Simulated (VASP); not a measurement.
# CaSe in VASP: notebook

Runs on CaSe. Level: PBE. Tasks: single point.

All numbers are computed with VASP 6.6.1; they aren't measurements. Logs are shortened: lines on timing, memory, paths and dates and some standing lists are left out, and cuts for length are marked.

## Step 1: The cell of the first run

Symmetry: I4/mmm, No. 139, tetragonal system. The conventional cell has a = 4.155 Å, b = 4.155 Å, c = 5.955 Å, α = 90.00°, β = 90.00°, γ = 90.00°. Ca (site symmetry 4/mmm) has 6 Se at 2.94 to 2.98 Å within 3.9 Å. Within 3.9 Å of Se (site symmetry 4/mmm) lie 6 Ca at 2.94 to 2.98 Å.

## Step 2: Single point, PBE (epitaxial xy strain -1.0%)

The input, INCAR:

```
ALGO = Normal
EDIFF = 1E-7
ENCUT = 520
GGA = PE
ISIF = 2
ISMEAR = 0
LASPH = True
LCHARG = False
LREAL = False
LWAVE = False
NBANDS = 15
NELM = 60
PREC = Accurate
SIGMA = 0.01
```

The input, KPOINTS:

```
k-points
0
Gamma
  4 4 4
```

The input, POSCAR:

```
CaSe
1.0
    0.0000000000      2.9378597577      2.9776696370
    2.9378597577      0.0000000000      2.9776696370
    2.9378597577      2.9378597577      0.0000000000
Ca Se
1 1
Direct
    0.0000000000      0.0000000000      0.0000000000
    0.5000000000      0.5000000000      0.5000000000
```

Potentials or basis: VASP PAW PBE potentials, release 64 (Ca_sv, Se).

Launch:

```console
$ cat potpaw_PBE.64/Ca_sv/POTCAR potpaw_PBE.64/Se/POTCAR > POTCAR
$ mpirun -np 1 vasp_std > vasp.out
```

OUTCAR:

```text
EDIFF = 1E-7
   ENCUT = 520
   GGA = PE
   ISIF = 2
   ISMEAR = 0
   LASPH = True
   LREAL = False
   NELM = 60
   PREC = Accurate

 ion  position               nearest neighbor table
   1  0.000  0.000  0.000-   2 2.94   2 2.94   2 2.94   2 2.94   2 2.98   2 2.98
   2  0.500  0.500  0.500-   1 2.94   1 2.94   1 2.94   1 2.94   1 2.98   1 2.98

  LATTYP: Found a body centered tetragonal cell.
 ALAT       =     4.1547611137
 C/A-ratio  =     1.4333770609

  Lattice vectors:

 A1 = (  -2.9378597577,   0.0000000000,   2.9776696370)
 A2 = (   2.9378597577,   0.0000000000,   2.9776696370)
 A3 = (   0.0000000000,   2.9378597577,  -2.9776696370)

Analysis of symmetry for initial positions (statically):
=====================================================================
 Subroutine PRICEL returns:
 Original cell was already a primitive cell.

 Routine SETGRP: Setting up the symmetry group for a
 body centered tetragonal supercell.

 Subroutine GETGRP returns: Found 16 space group operations
 (whereof 16 operations were pure point group operations)
 out of a pool of 16 trial point group operations.

The static configuration has the point symmetry D_4h.

Analysis of symmetry for dynamics (positions and initial velocities):
=====================================================================
 Subroutine PRICEL returns:
 Original cell was already a primitive cell.

 Routine SETGRP: Setting up the symmetry group for a
 body centered tetragonal supercell.

 Subroutine GETGRP returns: Found 16 space group operations
 (whereof 16 operations were pure point group operations)
 out of a pool of 16 trial point group operations.

The dynamic configuration has the point symmetry D_4h.

 Subroutine INISYM returns: Found 16 space group operations
 (whereof 16 operations are pure point group operations),
 and found     1 'primitive' translations

----------------------------------------------------------------------------------------

                                     Primitive cell

  volume of cell :      51.4007

  direct lattice vectors                    reciprocal lattice vectors
     0.000000000  2.937859758  2.977669637    -0.170191922  0.170191922  0.167916546
     2.937859758  0.000000000  2.977669637     0.170191922 -0.170191922  0.167916546
     2.937859758  2.937859758  0.000000000     0.170191922  0.170191922 -0.167916546

  length of vectors
     4.183005669  4.183005669  4.154761114     0.293473248  0.293473248  0.293473248

  position of ions in fractional coordinates (direct lattice)
     0.000000000  0.000000000  0.000000000
     0.500000000  0.500000000  0.500000000

  ion indices of the primitive-cell ions
   primitive index   ion index
                 1           1
                 2           2

----------------------------------------------------------------------------------------

 KPOINTS: k-points

Automatic generation of k-mesh.
 Grid dimensions read from file:
 generate k-points for:    4    4    4

 Generating k-lattice:

  Cartesian coordinates                     Fractional coordinates (reciprocal lattice)
    -0.042547981  0.042547981  0.041979136     0.250000000  0.000000000  0.000000000
     0.042547981 -0.042547981  0.041979136     0.000000000  0.250000000  0.000000000
     0.042547981  0.042547981 -0.041979136    -0.000000000 -0.000000000  0.250000000

  Length of vectors
     0.073368312  0.073368312  0.073368312

  Shift w.r.t. Gamma in fractional coordinates (k-lattice)
     0.000000000  0.000000000  0.000000000

 Subroutine IBZKPT returns following result:
 ===========================================

 Found     13 irreducible k-points:

 Following reciprocal coordinates:
            Coordinates               Weight
  0.000000  0.000000  0.000000      1.000000
  0.250000  0.000000  0.000000      8.000000
  0.500000  0.000000  0.000000      4.000000
  0.250000  0.250000  0.000000      2.000000
  0.500000  0.250000  0.000000      8.000000
 -0.250000  0.250000  0.000000      4.000000
  0.500000  0.500000  0.000000      1.000000
  0.250000  0.000000  0.250000      4.000000
  0.500000  0.000000  0.250000     16.000000
 -0.250000  0.000000  0.250000      8.000000
 -0.250000  0.500000  0.250000      4.000000
  0.500000  0.000000  0.500000      2.000000
 -0.250000  0.250000  0.500000      2.000000
   k-points           NKPTS =     13   k-points in BZ     NKDIM =     13   number of bands    NBANDS=     15
   number of dos      NEDOS =    301   number of ions     NIONS =      2
   total plane-waves  NPLWV =  32768
   dimension x,y,z NGX =    32 NGY =   32 NGZ =   32
   dimension x,y,z NGXF=    64 NGYF=   64 NGZF=   64
   ions per type =               1   1
   NGX,Y,Z   is equivalent  to a cutoff of  12.72, 12.72, 12.80 a.u.
   NGXF,Y,Z  is equivalent  to a cutoff of  25.44, 25.44, 25.61 a.u.
 SYSTEM =  unknown system
   PREC   = accura    normal or accurate (medium, high low for compatibility)
   ISTART =      0    job   : 0-new  1-cont  2-samecut
   ICHARG =      2    charge: 1-file 2-atom 10-const
   ISPIN  =      1    spin polarized calculation?
   LNONCOLLINEAR =      F non collinear calculations
   LSORBIT =      F    spin-orbit coupling
   LASPH  =      T    aspherical Exc in radial PAW
   ENCUT  =  520.0 eV  38.22 Ry    6.18 a.u.   7.78  7.78  7.73*2*pi/ulx,y,z
   NELM   =     60;   NELMIN=  2; NELMDL= -5     # of ELM steps
   EDIFF  = 0.1E-06   stopping-criterion for ELM
   LREAL  =      F    real-space projection
   EDIFFG = 0.1E-05   stopping-criterion for IOM
   NSW    =      0    number of steps for IOM
   IBRION =     -1    ionic relax: 0-MD 1-quasi-New 2-CG
   NFREE  =      0    steps in history (QN), initial steepest desc. (CG)
   ISIF   =      2    stress and relaxation
   ISYM   =      2    0-nonsym 1-usesym 2-fastsym
   POTIM  = 0.5000    time-step for ionic-motion
   TEBEG  =    0.0;   TEEND  =   0.0 temperature during run
   PSTRESS=    0.0 pullay stress
   NELECT =      16.0000    total number of electrons
   NUPDOWN=      -1.0000    fix difference up-down
   EMIN   =  10.00;   EMAX   =-10.00  energy-range for DOS
   EFERMI =   0.00;   METHOD = LEGACY
   ISMEAR =     0;   SIGMA  =   0.01  broadening in eV -4-tet -1-fermi 0-gaus
   EFERMI_NEDOS =   21; number of points for ismear=-14 and -15
   IALGO  =     38    algorithm
   IMIX   =      4    mixing-type and parameters
     AMIX     =   0.40;   BMIX     =  1.00
     AMIX_MAG =   1.60;   BMIX_MAG =  1.00
  volume/ion in A,a.u.               =      25.70       173.43
  Fermi-wavevector in a.u.,A,eV,Ry     =   1.109495  2.096641 16.748483  1.230979
  Thomas-Fermi vector in A             =   2.246035
   LORBIT       =      0    0 simple, 1 ext, 2 COOP (PROOUT), +10 PAW based schemes
   GGA     = PE    functional components
   LHFCALC =     F    Hartree Fock is set to
   AEXX    =    0.0000 exact exchange contribution
   IVDW    =     0    specifies the selected vdW correction
   LEPSILON=     F    determine dielectric tensor
   LRPA    =     F    only Hartree local field effects (RPA)
 non-spin polarized calculation
 Gauss-broadening in eV      SIGMA  =   0.01
  energy-cutoff  :      520.00
  volume of cell :       51.40
 maximum number of plane-waves:      1394
   NGX = 15   NGY = 15   NGZ = 15

 number of electron      15.9999999 magnetization

 Free energy of the ion-electron system (eV)
  ---------------------------------------------------
  ext. energy  EPLUGINS =         0.00000000
  ---------------------------------------------------
  free energy    TOTEN  =        -9.45908426 eV

  energy without entropy =       -9.45908426  energy(sigma->0) =       -9.45908426

 E-fermi :   2.6032     XC(G=0):  -9.1789

 val. band max:        2.5075045802   @ k =   0.0000   0.0000   0.0000
 cond. band min:       4.5007197709   @ k =   0.5000   0.0000   0.5000
 fundamental gap:      1.9932151908
 Fermi energy:         2.6031762662

 k-point     1 :       0.0000    0.0000    0.0000
  band No.  band energies     occupation
      1     -37.2398      2.00000
      2     -18.2375      2.00000
      3     -18.2337      2.00000
      4     -18.2337      2.00000
      5      -9.3154      2.00000
      6       2.5003      2.00000
      7       2.5075      2.00000
      8       2.5075      2.00000
      9       5.8683      0.00000
     10       6.1380      0.00000
     11       6.2269      0.00000
     12       6.2269      0.00000
     13       6.7598      0.00000
     14       6.7944      0.00000
     15      12.2238      0.00000

 k-point     2 :       0.2500    0.0000    0.0000
  band No.  band energies     occupation
      1     -37.2363      2.00000
      2     -18.2949      2.00000
      3     -18.2409      2.00000
      4     -18.2371      2.00000
      5      -8.9803      2.00000
      6       0.4846      2.00000
      7       1.7890      2.00000
      8       1.7960      2.00000
      9       6.2260      0.00000
     10       6.9172      0.00000
     11       6.9482      0.00000
     12       8.1143      0.00000
     13       8.2216      0.00000
     14       8.3187      0.00000
     15      11.9337      0.00000

 k-point     3 :       0.5000    0.0000    0.0000
  band No.  band energies     occupation
      1     -37.2328      2.00000
      2     -18.3531      2.00000
      3     -18.2455      2.00000
      4     -18.2404      2.00000
      5      -8.6035      2.00000
      6      -0.8087      2.00000
      7       1.2860      2.00000
      8       1.2921      2.00000
      9       7.0263      0.00000
     10       7.9895      0.00000
     11       8.0020      0.00000
     12       8.0320      0.00000
     13       9.9897      0.00000
     14      10.1104      0.00000
     15      10.5230      0.00000
[... 145 lines left out ...]
 k-point    12 :       0.5000    0.0000    0.5000
  band No.  band energies     occupation
      1     -37.2303      2.00000
      2     -18.3192      2.00000
      3     -18.2705      2.00000
      4     -18.2703      2.00000
      5      -8.7224      2.00000
      6      -0.0215      2.00000
      7       1.5322      2.00000
      8       1.5622      2.00000
      9       4.5007      0.00000
     10       7.5106      0.00000
     11       7.6131      0.00000
     12       8.5265      0.00000
     13       8.5585      0.00000
     14       8.5785      0.00000
     15      12.6940      0.00000

 k-point    13 :      -0.2500    0.2500    0.5000
  band No.  band energies     occupation
      1     -37.2303      2.00000
      2     -18.2948      2.00000
      3     -18.2948      2.00000
      4     -18.2765      2.00000
      5      -8.6395      2.00000
      6       0.5102      2.00000
      7       0.5102      2.00000
      8       0.8514      2.00000
      9       6.8388      0.00000
     10       6.8388      0.00000
     11       7.7891      0.00000
     12       8.2915      0.00000
     13       8.5835      0.00000
     14      11.0199      0.00000
     15      11.4319      0.00000

------------------------ aborting loop because EDIFF is reached ----------------------------------------

  FORCE on cell =-STRESS in cart. coord.  units (eV):
  Direction    XX          YY          ZZ          XY          YZ          ZX
  --------------------------------------------------------------------------------------
  -------------------------------------------------------------------------------------
  Total        0.7073905      0.7073905      0.2861776      0.0000000     -0.0000000     -0.0000000
  in kB       22.0496237     22.0496237      8.9202604      0.0000000     -0.0000000     -0.0000000
  external PRESSURE =      17.6731693 kB  Pullay stress =       0.0000000 kB

 VOLUME and BASIS-vectors are now :
 -----------------------------------------------------------------------------
  energy-cutoff  :      520.00
  volume of cell :       51.40
      direct lattice vectors                 reciprocal lattice vectors
     0.000000000  2.937859758  2.977669637    -0.170191922  0.170191922  0.167916546
     2.937859758  0.000000000  2.977669637     0.170191922 -0.170191922  0.167916546
     2.937859758  2.937859758  0.000000000     0.170191922  0.170191922 -0.167916546

 POSITION                                       TOTAL-FORCE (eV/Angst)
 -----------------------------------------------------------------------------------
      0.00000      0.00000      0.00000        -0.000000      0.000000     -0.000000
      2.93786      2.93786      2.97767         0.000000     -0.000000      0.000000
 -----------------------------------------------------------------------------------
    total drift:                                0.000000     -0.000000     -0.000000

  FREE ENERGIE OF THE ION-ELECTRON SYSTEM (eV)
  ---------------------------------------------------
  free  energy   TOTEN  =        -9.4590842614 eV

  energy  without entropy=       -9.4590842614  energy(sigma->0) =       -9.45908426
```

Wall time 17 s (1 thread of Intel Xeon 8259CL, shared host); peak memory 0.17 GiB.

What came out:

```yaml
Free_energy: -9.4591 eV
Pressure: 1.8 GPa
Band_gap_on_the_k_mesh: 1.99 eV (least direct gap 2.91 eV)
```

Caveat: the k points lie up to 0.46 Å⁻¹ apart; the cell differs from its parent crystal (epitaxial xy strain -1.0%). A k mesh can miss the band edges.

## Step 3: Single point, PBE (epitaxial xy strain -1.5%)

The input, INCAR:

```
PREC = Accurate
ENCUT = 520
EDIFF = 1E-6
ISMEAR = 0
SIGMA = 0.01
LREAL = F
LASPH = T
NELM = 60
ALGO = Normal
ISIF = 2
LWAVE = F
LCHARG = T
GGA = PE
LELF = T
LVHAR = T
NBANDS = 15
```

The input, KPOINTS:

```
regular mesh
0
Gamma
  4 4 4
```

The input, POSCAR:

```
CaSe
1.0
    0.0000000000      2.9230220822      2.9826959254
    2.9230220822      0.0000000000      2.9826959254
    2.9230220822      2.9230220822      0.0000000000
Ca Se
1 1
Direct
    0.0000000000      0.0000000000      0.0000000000
    0.5000000000      0.5000000000      0.5000000000
```

Potentials or basis: VASP PAW PBE potentials, release 64 (Ca_sv, Se).

Launch:

```console
$ cat potpaw_PBE.64/Ca_sv/POTCAR potpaw_PBE.64/Se/POTCAR > POTCAR
$ mpirun -np 1 vasp_std > vasp.out
```

It took 21 s on 1 thread of Intel Xeon 8259CL, shared host; peak memory 0.17 GiB.

It converged, with:

```
Free energy            : -9.4512 eV
Pressure               : 2.3 GPa
Band gap on the k mesh : 1.97 eV (least direct gap 2.88 eV)
```

Stress tensor (GPa, compression positive):
```
2.95 0.00 0.00
0.00 2.95 0.00
0.00 0.00 0.92
```

Levels at points of the mesh, in eV from the valence-band top:
```csv
k point,band 6,band 7,band 8,band 9,band 10,band 11
"(0.00, 0.00, 0.00)",-0.01,0.00,0.00,3.39,3.60,3.73
"(0.50, 0.00, 0.00)",-3.35,-1.24,-1.23,4.53,5.50,5.51
"(0.50, 0.50, 0.00)",-2.61,-0.90,-0.90,1.98,5.02,5.13
"(0.50, 0.00, 0.50)",-2.54,-1.00,-0.96,1.97,5.00,5.16
```

Caveat: the k points lie up to 0.46 Å⁻¹ apart; the cell differs from its parent crystal (epitaxial xy strain -1.5%).

## Step 4: Single point, PBE (epitaxial 111 strain +3.0%)

The input, INCAR:

```
  ALGO = Normal
  EDIFF = 1E-6
  ENCUT = 520
  GGA = PE
  ISIF = 2
  ISMEAR = 0
  LASPH = True
  LCHARG = True
  LELF = True
  LREAL = False
  LVHAR = True
  LWAVE = False
  NBANDS = 15
  NELM = 100
  PREC = Accurate
  SIGMA = 0.01
```

The input, KPOINTS:

```
k-points
0
Gamma
  4 4 4
```

The input, POSCAR:

```
CaSe
1.0
   -0.1013215002      2.9552396619      2.9552396619
    2.9552396619     -0.1013215002      2.9552396619
    2.9552396619      2.9552396619     -0.1013215002
Ca Se
1 1
Direct
    0.0000000000      0.0000000000      0.0000000000
    0.5000000000      0.5000000000      0.5000000000
```

Launch:

```console
$ cat potpaw_PBE.64/Ca_sv/POTCAR potpaw_PBE.64/Se/POTCAR > POTCAR
$ mpirun -np 1 vasp_std > vasp.out
```

Wall time 18 s (1 thread of Intel Xeon 8259CL, shared host); peak memory 0.17 GiB.

It converged, with:

```
Free energy            : -9.4525 eV
Pressure               : -1.0 GPa
Band gap on the k mesh : 1.94 eV (least direct gap 2.85 eV)
```

Stress tensor (GPa, compression positive):
```
-0.96  0.85  0.85
 0.85 -0.96  0.85
 0.85  0.85 -0.96
```

Levels at points of the mesh, in eV from the valence-band top:
| k point | band 6 | band 7 | band 8 | band 9 | band 10 | band 11 |
| --- | --- | --- | --- | --- | --- | --- |
| (0.00, 0.00, 0.00) | -0.26 | -0.26 | 0.00 | 2.85 | 3.40 | 3.40 |
| (0.50, 0.00, 0.00) | -3.31 | -1.33 | -1.10 | 4.30 | 4.98 | 5.03 |
| (0.50, 0.50, 0.00) | -2.58 | -1.20 | -0.93 | 1.94 | 4.62 | 4.75 |
| (0.50, 0.50, 0.50) | -3.22 | -1.45 | -1.45 | 4.10 | 5.20 | 5.28 |

Caveat: the k points lie up to 0.45 Å⁻¹ apart; the cell differs from its parent crystal (epitaxial 111 strain +3.0%). A k mesh can miss the band edges.

## Step 5: The runs side by side

| cell | gap on the mesh (eV) | pressure (GPa) |
| --- | --- | --- |
| a = 4.183, b = 4.183, c = 4.155 Å, angles 60.2, 60.2, 59.6°, 2 atoms | 1.99 | 1.8 |
| a = 4.176, b = 4.176, c = 4.134 Å, angles 60.3, 60.3, 59.3°, 2 atoms | 1.97 | 2.3 |
| a = 4.181 Å, angles 62.3°, 2 atoms | 1.94 | -1.0 |

Alike in all rows: task single point; level PBE; potentials or basis VASP PAW PBE potentials, release 64 (Ca_sv, Se); no spin polarisation; k mesh 4 × 4 × 4; cutoff (eV) 520; smearing gaussian 0.01 eV.

Caveats: all runs use coarse meshes.

Absolute energies hang on the potentials; compare differences alone.
